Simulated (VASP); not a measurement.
# Ta4Si3Ni10B3 in VASP: single point with PBE

Aim: the single point of Ta4Si3Ni10B3 with PBE.

All numbers are computed with VASP 6.6.1; they aren't measurements. Logs are shortened: lines on timing, memory, paths and dates and some standing lists are left out, and cuts for length are marked.

## (1) The cell of the first run

The cell holds an amorphous packing of atoms, 20 atoms: a = 6.095 Å, b = 6.186 Å, c = 6.451 Å, α = 91.90°, β = 89.70°, γ = 88.66°.

## (2) Single point, PBE

Input file INCAR:

```
PREC = Accurate
ENCUT = 520
EDIFF = 1E-6
ISMEAR = -1
SIGMA = 0.2654
LREAL = Auto
LASPH = True
NELM = 100
ALGO = Normal
ISIF = 2
LWAVE = False
LCHARG = True
GGA = PE
LELF = True
LVHAR = True
NBANDS = 98
```

Input file KPOINTS:

```
Automatic mesh
0
Gamma
  4 4 4
```

Input file POSCAR:

```
Ta4Si3Ni10B3
1.0
    6.0946900000      0.0719860000      0.0170140000
    0.0719860000      6.1851890000     -0.1047880000
    0.0170140000     -0.1047880000      6.4497760000
Ni Ta Si B
10 4 3 3
Direct
    0.5622645669      0.0458652651      0.3085483950
    0.3014042196      0.3085652268      0.0933847338
    0.1122961505      0.6904891804      0.9550497602
    0.5770458407      0.0887816090      0.6888489930
    0.8066488953      0.9217929844      0.9682790895
    0.0288097594      0.8863494986      0.3217773667
    0.3672428683      0.9259437693      0.9811795821
    0.6675301036      0.5917743250      0.2255922411
    0.2397387635      0.9090195218      0.5774868928
    0.4834378924      0.3814625149      0.4300340942
    0.4399274908      0.5853405082      0.8027048596
    0.7817107242      0.7164382364      0.6430816210
    0.8806265841      0.2541662226      0.4979515441
    0.8706481277      0.3363119530      0.8977982381
    0.3774894046      0.7435442828      0.3355282482
    0.0226947314      0.5355818840      0.2215240978
    0.2115636200      0.2025805293      0.7568008036
    0.1064053621      0.5127421815      0.6542682617
    0.2337403747      0.1696855942      0.4021043121
    0.0434261593      0.0431845766      0.0460793064
```

Potentials or basis: VASP PAW PBE potentials, release 64 (Ni, Ta_pv, Si, B).

Command:

```console
cat potpaw_PBE.64/Ni/POTCAR potpaw_PBE.64/Ta_pv/POTCAR potpaw_PBE.64/Si/POTCAR potpaw_PBE.64/B/POTCAR > POTCAR
mpirun -np 1 vasp_std > vasp.out
```

OUTCAR:

```text
PREC = Accurate
   ENCUT = 520
   EDIFF = 1E-6
   ISMEAR = -1
   LREAL = Auto
   LASPH = True
   NELM = 100
   ISIF = 2
   GGA = PE

 ion  position               nearest neighbor table
   1  0.562  0.046  0.309-  19 2.20  15 2.22  10 2.24   4 2.46   7 2.53  13 2.64   2 2.67   5 2.73
                             9 2.78   8 2.90   6 2.99  12 3.29
   2  0.301  0.309  0.093-  19 2.24  16 2.31  20 2.31  17 2.32   7 2.48  10 2.48   1 2.67  11 2.72
                             3 2.78  14 2.92   8 2.98  15 3.11
   3  0.112  0.690  0.955-  16 2.07   7 2.16  18 2.20  20 2.27  11 2.29   5 2.32   6 2.66  14 2.69
                             2 2.78  12 2.86   9 2.93  15 2.96
   4  0.577  0.089  0.689-  17 2.36   9 2.46   1 2.46  13 2.48   5 2.52   7 2.52  10 2.56  12 2.60
                            14 2.72  11 3.22
   5  0.807  0.922  0.968-  20 1.71   3 2.32  12 2.42   4 2.52  14 2.66   6 2.67   7 2.68   1 2.73
                             8 2.82  11 3.25
   6  0.029  0.886  0.322-  20 2.06   9 2.10  19 2.22  16 2.24  15 2.29  13 2.65   3 2.66   5 2.67
                            12 2.80   8 2.95   1 2.99   7 3.03
   7  0.367  0.926  0.981-  20 2.12   3 2.16  11 2.40  17 2.45   2 2.48   4 2.52   1 2.53  15 2.58
                             5 2.68   9 2.72   6 3.03
   8  0.668  0.592  0.226-  15 2.09  16 2.18  10 2.20   5 2.82  14 2.86  12 2.87   1 2.90   6 2.95
                             2 2.98  13 3.05  11 3.07
   9  0.240  0.909  0.577-  19 2.00  15 2.01   6 2.10  17 2.12   4 2.46   7 2.72  11 2.78   1 2.78
                             3 2.93  13 3.08  12 3.09
  10  0.483  0.381  0.430-  19 2.04   8 2.20   1 2.24  15 2.42   2 2.48   4 2.56  13 2.57  11 2.69
                            17 2.94  12 3.08
  11  0.440  0.585  0.803-   3 2.29  18 2.30   7 2.40  12 2.48  10 2.69   2 2.72   9 2.78  17 2.78
                             8 3.07  14 3.09  15 3.22   4 3.22   5 3.25
  12  0.782  0.716  0.643-  18 2.32   5 2.42  11 2.48   4 2.60   6 2.80   3 2.86   8 2.87  14 2.95
                            13 3.03  10 3.08   9 3.09  15 3.18  16 3.24   1 3.29  13 3.55
  13  0.881  0.254  0.498-  19 2.28  18 2.34   4 2.48  10 2.57  14 2.61   1 2.64  17 2.65   6 2.65
                            16 2.69  12 3.03   8 3.05   9 3.08  12 3.55
  14  0.871  0.336  0.898-  20 2.31  17 2.38  18 2.43  16 2.58  13 2.61   5 2.66   3 2.69   4 2.72
                             8 2.86   2 2.92  12 2.95  11 3.09
  15  0.377  0.744  0.336-   9 2.01   8 2.09   1 2.22   6 2.29  10 2.42   7 2.58  16 2.64   3 2.96
                             2 3.11  12 3.18  11 3.22
  16  0.023  0.536  0.222-   3 2.07   8 2.18   6 2.24   2 2.31  14 2.58  15 2.64  13 2.69  12 3.24

  17  0.212  0.203  0.757-   9 2.12  18 2.14  19 2.29   2 2.32   4 2.36  20 2.38  14 2.38   7 2.45
                            13 2.65  11 2.78  10 2.94
  18  0.106  0.513  0.654-  17 2.14   3 2.20  11 2.30  12 2.32  13 2.34  14 2.43
  19  0.234  0.170  0.402-   9 2.00  10 2.04   1 2.20   6 2.22   2 2.24  13 2.28  17 2.29
  20  0.043  0.043  0.046-   5 1.71   6 2.06   7 2.12   3 2.27  14 2.31   2 2.31  17 2.38

  LATTYP: Found a triclinic cell.
 ALAT       =     6.1864954114
[... 189 lines left out ...]
   ISMEAR =    -1;   SIGMA  =   0.27  broadening in eV -4-tet -1-fermi 0-gaus
   EFERMI_NEDOS =   21; number of points for ismear=-14 and -15
   IALGO  =     38    algorithm
   IMIX   =      4    mixing-type and parameters
     AMIX     =   0.40;   BMIX     =  1.00
     AMIX_MAG =   1.60;   BMIX_MAG =  1.00
  volume/ion in A,a.u.               =      12.15        82.00
  Fermi-wavevector in a.u.,A,eV,Ry     =   1.438845  2.719023 28.167805  2.070275
  Thomas-Fermi vector in A             =   2.557767
   LORBIT       =      0    0 simple, 1 ext, 2 COOP (PROOUT), +10 PAW based schemes
   GGA     = PE    functional components
   LHFCALC =     F    Hartree Fock is set to
   AEXX    =    0.0000 exact exchange contribution
   IVDW    =     0    specifies the selected vdW correction
   LEPSILON=     F    determine dielectric tensor
   LRPA    =     F    only Hartree local field effects (RPA)
 non-spin polarized calculation
  energy-cutoff  :      520.00
  volume of cell :      243.03
 maximum number of plane-waves:      6561
 NGX is ok and might be reduce to    48
   NGX = 23   NGY = 23   NGZ = 23

 number of electron     164.9999989 magnetization

 Free energy of the ion-electron system (eV)
  ---------------------------------------------------
  ext. energy  EPLUGINS =         0.00000000
  ---------------------------------------------------
  free energy    TOTEN  =      -136.01911829 eV

  energy without entropy =     -132.82973299  energy(sigma->0) =     -134.42442564

 E-fermi :   8.4258     XC(G=0): -12.5462

 val. band max:        8.4231181494   @ k =   0.2500   0.2500  -0.0000
 cond. band min:       8.4336207821   @ k =  -0.0000   0.2500   0.0000
 fundamental gap:      0.0105026326
 Fermi energy:         8.4258048949

 k-point     1 :       0.0000    0.0000    0.0000
  band No.  band energies     occupation
      1     -26.6041      2.00000
      2     -26.3407      2.00000
      3     -26.1266      2.00000
      4     -26.1170      2.00000
      5     -25.9772      2.00000
      6     -25.9215      2.00000
[... 2317 lines left out ...]
     93      10.3819      0.00126
     94      10.5023      0.00080

 [... further k-points ...]

 [bands above 94 left out]

------------------------ aborting loop because EDIFF is reached ----------------------------------------

  FORCE on cell =-STRESS in cart. coord.  units (eV):
  Direction    XX          YY          ZZ          XY          YZ          ZX
  --------------------------------------------------------------------------------------
  -------------------------------------------------------------------------------------
  Total       29.6719220     18.9305641     19.0697088      1.9075304      9.7945981     -5.9173542
  in kB      195.6095112    124.7980628    125.7153621     12.5752249     64.5700182    -39.0096324
  external PRESSURE =     148.7076453 kB  Pullay stress =       0.0000000 kB

 VOLUME and BASIS-vectors are now :
 -----------------------------------------------------------------------------
  energy-cutoff  :      520.00
  volume of cell :      243.03
      direct lattice vectors                 reciprocal lattice vectors
     6.094690000  0.071986000  0.017014000     0.164101201 -0.001917745 -0.000464043
     0.071986000  6.185189000 -0.104788000    -0.001917745  0.161743472  0.002632867
     0.017014000 -0.104788000  6.449776000    -0.000464043  0.002632867  0.155088144

 POSITION                                       TOTAL-FORCE (eV/Angst)
 -----------------------------------------------------------------------------------
      3.43538      0.29183      1.99483         0.481402     -1.056632     -0.955233
      1.86077      1.92045      0.57510        -0.266448      0.108564      0.571818
      0.75036      4.17881      6.08941        -2.479604     -0.232788     -1.399238
      3.53503      0.51849      4.44344        -0.235632      0.364495      1.060364
      4.99911      5.65807      6.16231        -4.768306     -0.900182      0.470068
      0.24487      5.45059      1.98300        -2.239596      0.520202     -3.337797
[... 12 lines left out ...]
      1.44363      1.02423      2.57968         1.021230     -0.309873     -0.993993
      0.26856      0.26540      0.29341         3.925436      1.383270      0.803657
 -----------------------------------------------------------------------------------
    total drift:                                0.001343     -0.002588      0.005037

  FREE ENERGIE OF THE ION-ELECTRON SYSTEM (eV)
  ---------------------------------------------------
  free  energy   TOTEN  =      -136.0191182880 eV

  energy  without entropy=     -132.8297329889  energy(sigma->0) =     -134.42442564
```

stdout:

```text
POSCAR found type information on POSCAR NiTaSiB
 POSCAR found :  4 types and      20 ions
 scaLAPACK will be used
 LDA part: xc-table for (Slater+PW92), standard interpolation
 POSCAR, INCAR and KPOINTS ok, starting setup
 FFT: planning ... GRIDC
 FFT: planning ... GRID_SOFT
 FFT: planning ... GRID
 WAVECAR not read
 entering main loop
```

Wall time 28 min (1 thread of Intel Xeon 6975P-C (Granite Rapids), shared host); peak memory 0.68 GiB.

What came out:

```yaml
Free_energy: -136.0191 eV
Pressure: 14.9 GPa
Largest_force: 4.875 eV/Å
```

Forces on the atoms (eV/Å):
```
Ni   0.481 -1.057 -0.955
Ni  -0.266  0.109  0.572
Ni  -2.480 -0.233 -1.399
Ni  -0.236  0.364  1.060
Ni  -4.768 -0.900  0.470
Ni  -2.240  0.520 -3.338
Ni   1.658  2.199  0.724
Ni   1.401  0.383 -2.029
Ni  -0.089 -0.567  4.757
Ni  -1.459  0.817  1.906
Ta   0.932 -2.159  0.329
Ta   2.475  0.951 -3.314
Ta  -0.340 -0.211 -2.307
Ta  -3.048  0.500  2.489
Si   0.354 -1.793 -1.817
Si   0.209 -1.201  2.710
Si   2.244  0.726  0.148
B    0.225  0.478  0.185
B    1.021 -0.310 -0.994
B    3.925  1.383  0.804
```

Stress tensor (GPa, compression positive):
```
19.56  1.26 -3.90
 1.26 12.48  6.46
-3.90  6.46 12.57
```

Caveat: spin-orbit coupling is left out, which moves the levels of the heavy elements. Spin polarisation is off, so any magnetic state and its effect on volume and gap are missing.
